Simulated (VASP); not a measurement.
# CaBe2O3 (Cmmm) in VASP: notebook, part 2 of 3

VASP 6.6.1. Earlier steps stand in the parts before.

## (4) Relaxation of cell and atoms, PBE

This run uses another cell than the first one, of 9.33 Å³/atom, 1.047 times its volume.

File INCAR:

```
SYSTEM = CaBe2O3
PREC     = Accurate       ! precision mode
ENCUT    = 600            ! plane-wave cutoff, eV
EDIFF    = 1E-6           ! SCF threshold, eV
ISMEAR   = 0              ! smearing method
SIGMA    = 0.1            ! smearing width, eV
LREAL    = .False.        ! projectors in reciprocal space
LASPH    = .True.         ! aspherical terms in the spheres
NELM     = 100            ! most SCF steps
ALGO     = Normal         ! electronic algorithm
ISIF     = 3              ! what is computed and relaxed
LWAVE    = .False.        ! write WAVECAR
LCHARG   = .False.        ! write CHGCAR
GGA      = PE             ! functional
IBRION   = 2              ! ionic algorithm
NSW      = 90             ! ionic steps
EDIFFG   = -0.04          ! ionic threshold
```

File KPOINTS:

```
Automatic mesh
0
Gamma
  4 4 6
  0 0 0
```

File POSCAR:

```
CaBe2O3
1.0
    2.6421557700     -4.0290850900      0.0000000000
    2.6421557700      4.0290850900      0.0000000000
    0.0000000000      0.0000000000      2.6299934500
Ca Be O
1 2 3
Direct
    0.5000000000      0.5000000000      0.0000000000
    0.2156325000      0.7843675000      0.0000000000
    0.7843675000      0.2156325000      0.0000000000
    0.0000000000      0.0000000000      0.0000000000
    0.5000000000      0.0000000000      0.5000000000
    0.0000000000      0.5000000000      0.5000000000
```

Potentials or basis: VASP PAW PBE potentials, release 64 (Ca_sv, Be, O).

Command:

```
$ cat potpaw_PBE.64/Ca_sv/POTCAR potpaw_PBE.64/Be/POTCAR potpaw_PBE.64/O/POTCAR > POTCAR
$ mpirun -np 1 vasp_std > vasp.out
```

OUTCAR:

```text
SYSTEM = CaBe2O3
   PREC = Accurate
   ENCUT = 600
   EDIFF = 1E-6
   ISMEAR = 0
   LREAL = .False.
   LASPH = .True.
   NELM = 100
   ISIF = 3
   GGA = PE
   IBRION = 2
   NSW = 90
   EDIFFG = -0.04

 ion  position               nearest neighbor table
   1  0.500  0.500  0.000-   2 2.29   3 2.29
   2  0.216  0.784  0.000-   4 1.74   5 1.88   6 1.88   5 1.88   6 1.88   1 2.29
   3  0.784  0.216  0.000-   4 1.74   5 1.88   6 1.88   5 1.88   6 1.88   1 2.29
   4  0.000  0.000  0.000-   2 1.74   3 1.74
   5  0.500  0.000  0.500-   2 1.88   3 1.88   2 1.88   3 1.88
   6  0.000  0.500  0.500-   2 1.88   3 1.88   2 1.88   3 1.88

  LATTYP: Found a base centered orthorhombic cell.
 ALAT       =     5.2843115400
 B/A-ratio  =     1.5249233735
 C/A-ratio  =     0.4976984097

  Lattice vectors:

 A1 = (   2.6421557700,  -4.0290850900,   0.0000000000)
 A2 = (   2.6421557700,   4.0290850900,   0.0000000000)
 A3 = (   0.0000000000,   0.0000000000,   2.6299934500)

Analysis of symmetry for initial positions (statically):
=====================================================================
 Subroutine PRICEL returns:
 Original cell was already a primitive cell.

 Routine SETGRP: Setting up the symmetry group for a
 base centered orthorhombic supercell.

 Subroutine GETGRP returns: Found  8 space group operations
 (whereof  8 operations were pure point group operations)
 out of a pool of  8 trial point group operations.

The static configuration has the point symmetry D_2h.

Analysis of symmetry for dynamics (positions and initial velocities):
=====================================================================
 Subroutine PRICEL returns:
 Original cell was already a primitive cell.

 Routine SETGRP: Setting up the symmetry group for a
 base centered orthorhombic supercell.

 Subroutine GETGRP returns: Found  8 space group operations
 (whereof  8 operations were pure point group operations)
 out of a pool of  8 trial point group operations.

The dynamic configuration has the point symmetry D_2h.

 Subroutine INISYM returns: Found  8 space group operations
 (whereof  8 operations are pure point group operations),
 and found     1 'primitive' translations

----------------------------------------------------------------------------------------

                                     Primitive cell

  volume of cell :      55.9950

  direct lattice vectors                    reciprocal lattice vectors
     2.642155770 -4.029085090  0.000000000     0.189239410 -0.124097652  0.000000000
     2.642155770  4.029085090  0.000000000     0.189239410  0.124097652  0.000000000
     0.000000000  0.000000000  2.629993450     0.000000000  0.000000000  0.380229084

  length of vectors
     4.818144225  4.818144225  2.629993450     0.226300203  0.226300203  0.380229084

  position of ions in fractional coordinates (direct lattice)
     0.500000000  0.500000000  0.000000000
     0.215632500  0.784367500  0.000000000
     0.784367500  0.215632500  0.000000000
     0.000000000  0.000000000  0.000000000
     0.500000000  0.000000000  0.500000000
[... 34 lines left out ...]

 Found     28 irreducible k-points:

 Following reciprocal coordinates:
            Coordinates               Weight
  0.000000  0.000000  0.000000      1.000000
  0.250000 -0.000000  0.000000      4.000000
  0.500000 -0.000000  0.000000      2.000000
  0.250000  0.250000  0.000000      2.000000
  0.500000  0.250000  0.000000      4.000000
 -0.250000  0.250000  0.000000      2.000000
[... 16 lines left out ...]
  0.250000 -0.000000  0.500000      4.000000
  0.500000 -0.000000  0.500000      2.000000
 [... further k-points ...]
   k-points           NKPTS =     28   k-points in BZ     NKDIM =     28   number of bands    NBANDS=     20
   number of dos      NEDOS =    301   number of ions     NIONS =      6
   total plane-waves  NPLWV =  38400
   dimension x,y,z NGX =    40 NGY =   40 NGZ =   24
   dimension x,y,z NGXF=    80 NGYF=   80 NGZF=   48
   ions per type =               1   2   3
   NGX,Y,Z   is equivalent  to a cutoff of  13.80, 13.80, 15.17 a.u.
   NGXF,Y,Z  is equivalent  to a cutoff of  27.60, 27.60, 30.34 a.u.
 SYSTEM =  CaBe2O3
   PREC   = accura    normal or accurate (medium, high low for compatibility)
   ISTART =      0    job   : 0-new  1-cont  2-samecut
   ICHARG =      2    charge: 1-file 2-atom 10-const
   ISPIN  =      1    spin polarized calculation?
   LNONCOLLINEAR =      F non collinear calculations
   LSORBIT =      F    spin-orbit coupling
   LASPH  =      T    aspherical Exc in radial PAW
   ENCUT  =  600.0 eV  44.10 Ry    6.64 a.u.   9.62  9.62  5.25*2*pi/ulx,y,z
   NELM   =    100;   NELMIN=  2; NELMDL= -5     # of ELM steps
   EDIFF  = 0.1E-05   stopping-criterion for ELM
   LREAL  =      F    real-space projection
   EDIFFG = -.4E-01   stopping-criterion for IOM
   NSW    =     90    number of steps for IOM
   IBRION =      2    ionic relax: 0-MD 1-quasi-New 2-CG
   NFREE  =      1    steps in history (QN), initial steepest desc. (CG)
   ISIF   =      3    stress and relaxation
   ISYM   =      2    0-nonsym 1-usesym 2-fastsym
   POTIM  = 0.5000    time-step for ionic-motion
   TEBEG  =    0.0;   TEEND  =   0.0 temperature during run
   PSTRESS=    0.0 pullay stress
   NELECT =      32.0000    total number of electrons
   NUPDOWN=      -1.0000    fix difference up-down
   EMIN   =  10.00;   EMAX   =-10.00  energy-range for DOS
   EFERMI =   0.00;   METHOD = LEGACY
   ISMEAR =     0;   SIGMA  =   0.10  broadening in eV -4-tet -1-fermi 0-gaus
   EFERMI_NEDOS =   21; number of points for ismear=-14 and -15
   IALGO  =     38    algorithm
   IMIX   =      4    mixing-type and parameters
     AMIX     =   0.40;   BMIX     =  1.00
     AMIX_MAG =   1.60;   BMIX_MAG =  1.00
  volume/ion in A,a.u.               =       9.33        62.98
  Fermi-wavevector in a.u.,A,eV,Ry     =   1.358548  2.567283 25.111629  1.845653
  Thomas-Fermi vector in A             =   2.485372
   LORBIT       =      0    0 simple, 1 ext, 2 COOP (PROOUT), +10 PAW based schemes
   GGA     = PE    functional components
   LHFCALC =     F    Hartree Fock is set to
   AEXX    =    0.0000 exact exchange contribution
   IVDW    =     0    specifies the selected vdW correction
   LEPSILON=     F    determine dielectric tensor
   LRPA    =     F    only Hartree local field effects (RPA)
 conjugate gradient relaxation of ions
 non-spin polarized calculation
 Gauss-broadening in eV      SIGMA  =   0.10
  energy-cutoff  :      600.00
  volume of cell :       56.00
 maximum number of plane-waves:      1902
 NGX is ok and might be reduce to    40
   NGX = 19   NGY = 19   NGZ = 11

--------------------------------------- Ionic step        1  -------------------------------------------

 number of electron      32.0000011 magnetization

 Free energy of the ion-electron system (eV)
  ---------------------------------------------------
  ext. energy  EPLUGINS =         0.00000000
  ---------------------------------------------------
  free energy    TOTEN  =       -33.75808567 eV

  energy without entropy =      -33.74625504  energy(sigma->0) =      -33.75217036

------------------------ aborting loop because EDIFF is reached ----------------------------------------

  FORCE on cell =-STRESS in cart. coord.  units (eV):
  Direction    XX          YY          ZZ          XY          YZ          ZX
  --------------------------------------------------------------------------------------
  -------------------------------------------------------------------------------------
  Total      -14.9440587      5.2434519     -1.0259004     -0.0000000      0.0000000      0.0000000
  in kB     -427.5920537    150.0300824    -29.3539297     -0.0000000      0.0000000      0.0000000
  external PRESSURE =    -102.3053003 kB  Pullay stress =       0.0000000 kB
[... 187 lines left out ...]
--------------------------------------- Ionic step        6  -------------------------------------------

 number of electron      31.9999997 magnetization

 Free energy of the ion-electron system (eV)
  ---------------------------------------------------
  ext. energy  EPLUGINS =         0.00000000
  ---------------------------------------------------
  free energy    TOTEN  =       -36.76224394 eV

  energy without entropy =      -36.76224382  energy(sigma->0) =      -36.76224388

 E-fermi :   5.6610     XC(G=0): -11.1989

 val. band max:        5.3520505379   @ k =   0.5000   0.5000   0.5000
 cond. band min:       5.9648219617   @ k =   0.0000   0.0000   0.0000
 fundamental gap:      0.6127714238
 Fermi energy:         5.6610043894

 k-point     1 :       0.0000    0.0000    0.0000
  band No.  band energies     occupation
      1     -36.0728      2.00000
      2     -17.0423      2.00000
      3     -16.8243      2.00000
      4     -16.2973      2.00000
      5     -13.9731      2.00000
      6     -12.2738      2.00000
[... 541 lines left out ...]
     19       9.4401      0.00000
     20      10.7754      0.00000

 [... further k-points ...]
[... 5 lines left out ...]
  --------------------------------------------------------------------------------------
  -------------------------------------------------------------------------------------
  Total        0.0986222      0.0367178     -0.0250843      0.0000000      0.0000000      0.0000000
  in kB        2.9548835      1.1001256     -0.7515668      0.0000000      0.0000000      0.0000000
  external PRESSURE =       1.1011474 kB  Pullay stress =       0.0000000 kB
[... 21 lines left out ...]
  FREE ENERGIE OF THE ION-ELECTRON SYSTEM (eV)
  ---------------------------------------------------
  free  energy   TOTEN  =       -36.7622439362 eV

  energy  without entropy=      -36.7622438185  energy(sigma->0) =      -36.76224388

 reached required accuracy - stopping structural energy minimisation
```

Wall time 83 s (1 thread of Intel Xeon 6975P-C (Granite Rapids), shared host); peak memory 0.22 GiB.

What came out:

* Free energy: -36.7622 eV
* Relaxed volume: 8.91 Å³/atom
* Relaxed cell: a = 4.855 Å, b = 4.855 Å, c = 2.647 Å, α = 90.00°, β = 90.00°, γ = 121.01°
* Space group after relaxing (to 0.05 Å): Cmmm (No. 65)
* Energy gained by relaxing: 500.7 meV/atom
* Ionic steps: 6
* Pressure after relaxing: 0.1 GPa
* Largest force after relaxing: 0.033 eV/Å
* Band gap on the k mesh: 0.61 eV, indirect (least direct gap 0.64 eV)

Forces in eV/Å, atoms in the order of the input:
```
Ca   0.000  0.000  0.000
Be   0.000 -0.033  0.000
Be   0.000  0.033  0.000
O    0.000  0.000  0.000
O    0.000  0.000  0.000
O    0.000  0.000  0.000
```

Step by step:
```tsv
step	energy change (eV)	largest force (eV/Å)	pressure (GPa)	volume (Å³)
1	0.0000	6.2112	-10.23	56.00
2	-2.9110	0.6580	8.90	50.92
3	-2.9630	0.3246	5.56	51.45
4	-3.0034	0.0302	-0.36	53.58
5	-3.0035	0.0433	-0.11	53.48
6	-3.0042	0.0328	0.11	53.47
```

Final structure:
```
Ca Be O
1.0
     2.39055   -4.22612    0.00000
     2.39055    4.22612    0.00000
     0.00000    0.00000    2.64652
Ca Be O
1 2 3
Direct
  0.50000 0.50000 0.00000
  0.17945 0.82055 0.00000
  0.82055 0.17945 0.00000
  0.00000 0.00000 0.00000
  0.50000 0.00000 0.50000
  0.00000 0.50000 0.50000
```

(Part 2 of 3 ends here.)
